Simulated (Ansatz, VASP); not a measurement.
**Cu: VASP beside Ansatz**

File INCAR:

```
SYSTEM = Cu
ALGO = Normal
EDIFF = 1E-6
ENCUT = 600
GGA = PE
GGA_COMPAT = .False.
ISIF = 2
ISMEAR = -1
LASPH = .True.
LCHARG = .False.
LREAL = .False.
LWAVE = .False.
NBANDS = 12
NELM = 120
PREC = Accurate
SIGMA = 0.1
```

Contents of KPOINTS:

```
k-points
0
Gamma
  13 13 13
  0 0 0
```

The input POSCAR:

```
Cu
1.0
    0.0000000000      1.7956400000      1.7956400000
    1.7956400000      0.0000000000      1.7956400000
    1.7956400000      1.7956400000      0.0000000000
Cu
1
Direct
    0.0000000000      0.0000000000      0.0000000000
```

Input for Ansatz:

```yaml
crystal:
  lattice:
    - [0.0, 1.79564, 1.79564]
    - [1.79564, 0.0, 1.79564]
    - [1.79564, 1.79564, 0.0]
  atoms:
    - { symbol: Cu, position: [0.0, 0.0, 0.0] }
hamiltonian:
  xc: pbe
  pseudopotentials: { kind: paw }
basis:
  ecutwfc: 420
kpoints:
  mp_grid: { grid: [13, 13, 13] }
scf:
  occupations: { method: fermi_dirac, width: 0.1 }
  lower_state_search: "off"
  algorithm: density_mixing
  max_iter: 50
  mixing: { algorithm: broyden, beta: 0.7, preconditioner: resta }
output:
  forces: true
  stress: true
```

Alike in both runs: task single point; functional PBE; k mesh 13 × 13 × 13; occupations fermi-dirac, width 0.1 eV; no spin polarisation.

```csv
,VASP,Ansatz
version,VASP 6.6.1,Ansatz 0.2.0
potentials or method,"VASP PAW PBE potentials, release 64 (Cu), cutoff 600 eV","PAW, plane waves, scalar-relativistic"
valence electrons in the cell,11,19
```

```csv
,VASP,Ansatz,Ansatz less VASP
pressure (GPa),5.4,4.8,-0.59
```

The functional is the same, so the differences come from potentials, cutoffs and numerics. VASP's potentials hold 11 valence electrons a cell and Ansatz's 19, so a difference there can come from the potentials and not from the codes.
